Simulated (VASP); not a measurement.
Runs of VASP 6.6.1 on NaF. The structure is that of space group Fm-3m (No. 225), or close to it. The cells are those of the table. 

```csv
cell,gap on the mesh (eV),pressure (GPa)
"a = 3.360, b = 3.360, c = 3.384 Å, angles 59.8, 59.8, 60.5°, 2 atoms",5.88,-1.7
"a = 3.287, b = 3.287, c = 3.187 Å, angles 61.0, 61.0, 58.0°, 2 atoms",6.42,(a)
"a = 3.286, b = 3.286, c = 3.335 Å, angles 59.5, 59.5, 61.0°, 2 atoms",6.17,0.9
"a = 3.360, b = 3.360, c = 3.335 Å, angles 60.2, 60.2, 59.5°, 2 atoms",5.95,(b)
"a = 3.187 Å, angles 60.0°, 2 atoms",6.77,7.5
```

Alike in all rows: task single point; level PBE; potentials or basis VASP PAW PBE potentials, release 64 (Na_pv, F); no spin polarisation; k mesh 8 × 8 × 8; cutoff (eV) 520; smearing gaussian 0.05 eV.

Task: Estimate the missing entries.

Result: (a) 3.8; (b) -1.2.

